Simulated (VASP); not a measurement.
# La3YO6 (P3m1) in VASP: a series of runs, part 2 of 2

VASP 6.6.1.

**4. Single point, r2SCAN**

File POSCAR:

```
La3YO6
1.0
    3.8800151224      0.0000000000      0.0000000000
   -1.9400075612      3.3601916630      0.0000000000
    0.0000000000      0.0000000000     12.2272742087
La Y O
3 1 6
Direct
    0.6666666667      0.3333333333      0.8725629298
    0.3333333333      0.6666666667      0.1277337649
    0.3333333333      0.6666666667      0.6115755110
    0.6666666667      0.3333333333      0.3713903223
    0.6666666667      0.3333333333      0.1887829863
    0.6666666667      0.3333333333      0.6726961281
    0.3333333333      0.6666666667      0.3328522973
    0.3333333333      0.6666666667      0.8211547353
    0.0000000000      0.0000000000      0.0076182536
    0.0000000000      0.0000000000      0.4936330713
```

File INCAR.step1:

```
ALGO = Normal ; EDIFF = 1E-4
ENCUT = 520 ; GGA = PE
ISMEAR = 0 ; LASPH = T
LCHARG = F ; LREAL = F
LWAVE = T ; NBANDS = 51
NELM = 100 ; PREC = Accurate
SIGMA = 0.02
```

File INCAR.step2:

```
ALGO = Normal ; EDIFF = 1E-6
ENCUT = 520 ; ISIF = 2
ISMEAR = 0 ; ISTART = 1
LASPH = T ; LCHARG = T
LELF = T ; LMIXTAU = T
LREAL = F ; LVHAR = T
LWAVE = F ; METAGGA = R2SCAN
NBANDS = 51 ; NELM = 100
PREC = Accurate ; SIGMA = 0.02
```

File KPOINTS:

```
k-points
0
Gamma
  6 6 2
```

Potentials or basis: VASP PAW PBE potentials, release 64 (La, Y_sv, O).

The run is started by

```
$ cat potpaw_PBE.64/La/POTCAR potpaw_PBE.64/Y_sv/POTCAR potpaw_PBE.64/O/POTCAR > POTCAR
$ cp INCAR.step1 INCAR
$ mpirun -np 1 vasp_std > vasp.out
$ cp INCAR.step2 INCAR
$ mpirun -np 1 vasp_std > vasp.out
```

OUTCAR:

```text
EDIFF = 1E-6
   ENCUT = 520
   ISIF = 2
   ISMEAR = 0
   ISTART = 1
   LASPH = T
   LREAL = F
   METAGGA = R2SCAN
   NELM = 100
   PREC = Accurate

 ion  position               nearest neighbor table
   1  0.667  0.333  0.873-   8 2.33   8 2.33   8 2.33   6 2.44   9 2.78   9 2.78   9 2.78
   2  0.333  0.667  0.128-   5 2.36   5 2.36   5 2.36   7 2.51   9 2.68   9 2.68   9 2.68   4 3.73
                             4 3.73   4 3.73
   3  0.333  0.667  0.612-   6 2.36   6 2.36   6 2.36   8 2.56  10 2.66  10 2.66  10 2.66   4 3.69
                             4 3.69   4 3.69
   4  0.667  0.333  0.371-   5 2.23   7 2.29   7 2.29   7 2.29  10 2.69  10 2.69  10 2.69   3 3.69
                             3 3.69   3 3.69   2 3.73   2 3.73   2 3.73
   5  0.667  0.333  0.189-   4 2.23   2 2.36   2 2.36   2 2.36
   6  0.667  0.333  0.673-   3 2.36   3 2.36   3 2.36   1 2.44
   7  0.333  0.667  0.333-   4 2.29   4 2.29   4 2.29   2 2.51
   8  0.333  0.667  0.821-   1 2.33   1 2.33   1 2.33   3 2.56
   9  0.000  0.000  0.008-   2 2.68   2 2.68   2 2.68   1 2.78   1 2.78   1 2.78
  10  0.000  0.000  0.494-   3 2.66   3 2.66   3 2.66   4 2.69   4 2.69   4 2.69

  LATTYP: Found a hexagonal cell.
 ALAT       =     3.8800151224
 C/A-ratio  =     3.1513470497

  Lattice vectors:

 A1 = (   3.8800151224,   0.0000000000,   0.0000000000)
 A2 = (  -1.9400075612,   3.3601916630,   0.0000000000)
 A3 = (   0.0000000000,   0.0000000000,  12.2272742087)

Analysis of symmetry for initial positions (statically):
=====================================================================
 Subroutine PRICEL returns:
 Original cell was already a primitive cell.

 Routine SETGRP: Setting up the symmetry group for a
 hexagonal supercell.

 Subroutine GETGRP returns: Found  6 space group operations
 (whereof  6 operations were pure point group operations)
 out of a pool of 24 trial point group operations.

The static configuration has the point symmetry C_3v.
[... 143 lines left out ...]
   METAGGA = R2SCAN    functional components
   LHFCALC =     F    Hartree Fock is set to
   AEXX    =    0.0000 exact exchange contribution
   IVDW    =     0    specifies the selected vdW correction
   LEPSILON=     F    determine dielectric tensor
   LRPA    =     F    only Hartree local field effects (RPA)
 non-spin polarized calculation
 Gauss-broadening in eV      SIGMA  =   0.02
  energy-cutoff  :      520.00
  volume of cell :      159.41
 maximum number of plane-waves:      4306
 NGX is ok and might be reduce to    30
   NGX = 15   NGY = 15   NGZ = 45

 number of electron      79.9999985 magnetization

 Free energy of the ion-electron system (eV)
  ---------------------------------------------------
  ext. energy  EPLUGINS =         0.00000000
  ---------------------------------------------------
  free energy    TOTEN  =      -182.71395576 eV

  energy without entropy =     -182.71395576  energy(sigma->0) =     -182.71395576

 E-fermi :   4.9941     XC(G=0): -11.0964

 val. band max:        4.7774846051   @ k =   0.1667   0.1667   0.0000
 cond. band min:       9.1311436219   @ k =   0.3333   0.3333   0.0000
 fundamental gap:      4.3536590168
 Fermi energy:         4.9940918346

 k-point     1 :       0.0000    0.0000    0.0000
  band No.  band energies     occupation
      1     -36.5834      2.00000
      2     -25.9456      2.00000
      3     -25.8310      2.00000
      4     -25.6504      2.00000
      5     -16.3538      2.00000
      6     -15.7888      2.00000
[... 745 lines left out ...]
     50      10.7615      0.00000
     51      10.7795      0.00000

------------------------ aborting loop because EDIFF is reached ----------------------------------------

  FORCE on cell =-STRESS in cart. coord.  units (eV):
  Direction    XX          YY          ZZ          XY          YZ          ZX
  --------------------------------------------------------------------------------------
  -------------------------------------------------------------------------------------
  Total       -1.8971923     -1.8971923     -1.9334745     -0.0000000     -0.0000000     -0.0000000
  in kB      -19.0675461    -19.0675461    -19.4321974     -0.0000000     -0.0000000     -0.0000000
  external PRESSURE =     -19.1890965 kB  Pullay stress =       0.0000000 kB

 VOLUME and BASIS-vectors are now :
 -----------------------------------------------------------------------------
  energy-cutoff  :      520.00
  volume of cell :      159.41
      direct lattice vectors                 reciprocal lattice vectors
     3.880015122  0.000000000  0.000000000     0.257730954  0.148801036  0.000000000
    -1.940007561  3.360191663  0.000000000     0.000000000  0.297602072  0.000000000
     0.000000000  0.000000000 12.227274209     0.000000000  0.000000000  0.081784377

 POSITION                                       TOTAL-FORCE (eV/Angst)
 -----------------------------------------------------------------------------------
      1.94001      1.12006     10.66907         0.000000     -0.000000     -0.007047
     -0.00000      2.24013      1.56184        -0.000000      0.000000      0.012999
     -0.00000      2.24013      7.47790        -0.000000     -0.000000      0.038558
      1.94001      1.12006      4.54109        -0.000000      0.000000      0.022146
      1.94001      1.12006      2.30830        -0.000000     -0.000000     -0.012522
      1.94001      1.12006      8.22524         0.000000      0.000000     -0.012847
     -0.00000      2.24013      4.06988         0.000000     -0.000000      0.006863
     -0.00000      2.24013     10.04048        -0.000000     -0.000000      0.002389
      0.00000      0.00000      0.09315        -0.000000      0.000000     -0.015955
      0.00000      0.00000      6.03579        -0.000000      0.000000     -0.034585
 -----------------------------------------------------------------------------------
    total drift:                                0.000000      0.000000     -0.004447

  FREE ENERGIE OF THE ION-ELECTRON SYSTEM (eV)
  ---------------------------------------------------
  free  energy   TOTEN  =      -182.7139557624 eV

  energy  without entropy=     -182.7139557624  energy(sigma->0) =     -182.71395576
```

OUTCAR.step1:

```text
EDIFF = 1E-4
   ENCUT = 520
   GGA = PE
   ISMEAR = 0
[... 1000 lines left out ...]
     -0.00000      2.24013      4.06988        -0.000000      0.000000     -0.003872
     -0.00000      2.24013     10.04048         0.000000     -0.000000      0.011246
      0.00000      0.00000      0.09315         0.000000     -0.000000     -0.000049
      0.00000      0.00000      6.03579         0.000000     -0.000000      0.006312
 -----------------------------------------------------------------------------------
    total drift:                                0.000000      0.000000     -0.003628

  FREE ENERGIE OF THE ION-ELECTRON SYSTEM (eV)
  ---------------------------------------------------
  free  energy   TOTEN  =       -85.2362740128 eV

  energy  without entropy=      -85.2362740128  energy(sigma->0) =      -85.23627401
```

It took 29 min on 1 thread of Intel Xeon Platinum 8375C at 2.90GHz (Ice Lake), shared host; peak memory 0.39 GiB.

What came out:

- Free energy: -182.7140 eV
- Pressure: -1.9 GPa
- Largest force: 0.039 eV/Å
- Band gap on the k mesh: 4.35 eV (least direct gap 4.42 eV)

Forces on the atoms (eV/Å):
```
La   0.000  0.000 -0.007
La   0.000  0.000  0.013
La   0.000  0.000  0.039
Y    0.000  0.000  0.022
O    0.000  0.000 -0.013
O    0.000  0.000 -0.013
O    0.000  0.000  0.007
O    0.000  0.000  0.002
O    0.000  0.000 -0.016
O    0.000  0.000 -0.035
```

Caveat: the PAW data sets were made with another functional, which shifts forces and pressure a little; spin-orbit coupling is left out, which moves the levels of the heavy elements. A k mesh can miss the band edges.

**5. Summary**

```tsv
level	gap on the mesh (eV)	pressure (GPa)	largest force (eV/Å)
PBE	3.91	-0.3	0.03
PBEsol	3.86	-5.1	0.14
r2SCAN	4.35	-1.9	0.04
```

Alike in all rows: task single point; potentials or basis VASP PAW PBE potentials, release 64 (La, Y_sv, O); no spin polarisation; cell as given; k mesh 6 × 6 × 2; cutoff (eV) 520; smearing gaussian 0.02 eV.

On the cell as given the gap runs from 3.86 eV (PBEsol) to 4.35 eV (r2SCAN). The pressure there spans -5.1 GPa (PBEsol) to -0.3 GPa (PBE); a positive pressure means that this level wants a larger cell, a negative one a smaller.

Caveats: spin-orbit coupling is left out, which moves the levels of the heavy elements; the PAW data sets were made with another functional, which shifts forces and pressure a little (at least some runs); the cell stands under tension (at least some runs).

Absolute energies hang on the potentials; compare differences alone.
